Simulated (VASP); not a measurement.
Write the native input for VASP 6.6.1 that does the following.

- Task: relaxation of cell and atoms
- Functional: PBE
- Potentials or basis: VASP PAW PBE potentials, release 64 (Nb_sv, N)
- Cutoff: 600 eV
- k mesh: 6 × 6 × 2
- Occupations: gaussian, width 0.1 eV
- Spin: no spin polarisation
- Dipole correction: no
- Further INCAR settings: ALGO = Normal; EDIFF = 1e-06; IBRION = 2; EDIFFG = -0.04; NSW = 90; ISIF = 3

The structure of Nb5N lies in POSCAR:

```
Nb5N
1.0
    3.8917640000      0.0000000000      0.0000000000
   -1.9458820000      3.3703664900      0.0000000000
    0.0000000000      0.0000000000      7.8681338600
Nb N
5 1
Direct
    0.6666666700      0.3333333300      0.0000000000
    0.0000000000      0.0000000000      0.8150023500
    0.0000000000      0.0000000000      0.1849976500
    0.6666666700      0.3333333300      0.3554226500
    0.6666666700      0.3333333300      0.6445773500
    0.0000000000      0.0000000000      0.0000000000
```

The cell was generated, and may not be a known phase.

The input as run:

INCAR

```
PREC = Accurate
ENCUT = 600
EDIFF = 1E-6
ISMEAR = 0
SIGMA = 0.1
LREAL = False
LASPH = True
NELM = 80
ALGO = Normal
ISIF = 3
LWAVE = False
LCHARG = False
GGA = PE
IBRION = 2
NSW = 90
EDIFFG = -0.04
```

KPOINTS

```
Automatic mesh
0
Gamma
  6 6 2
```

Potentials or basis: VASP PAW PBE potentials, release 64 (Nb_sv, N).

Command:

```sh
$ cat potpaw_PBE.64/Nb_sv/POTCAR potpaw_PBE.64/N/POTCAR > POTCAR
$ mpirun -np 1 vasp_std > vasp.out
```

It gave:

- Relaxed volume: 20.97 Å³/atom
- Relaxed cell: a = 4.242 Å, b = 4.242 Å, c = 8.071 Å, α = 90.00°, β = 90.00°, γ = 120.00°
- Space group after relaxing (to 0.1 Å): P-6m2 (No. 187)
- Energy gained by relaxing: 2267.7 meV/atom
- Ionic steps: 18
- Pressure after relaxing: 0.0 GPa
- Largest force after relaxing: 0.029 eV/Å
- Band gap on the k mesh: zero (bands 35 and 36 overlap by 0.51 eV)

Caveat: the k points lie up to 0.39 Å⁻¹ apart in the final cell, too coarse for converged energies and pressures of a metal; the volume moved by over 15 % at a fixed basis, so the end points are rough.

Run time: 16 min on 1 thread of AMD EPYC 9R45 96-Core Processor (Zen 5), on a shared host, peak memory 0.25 GiB.
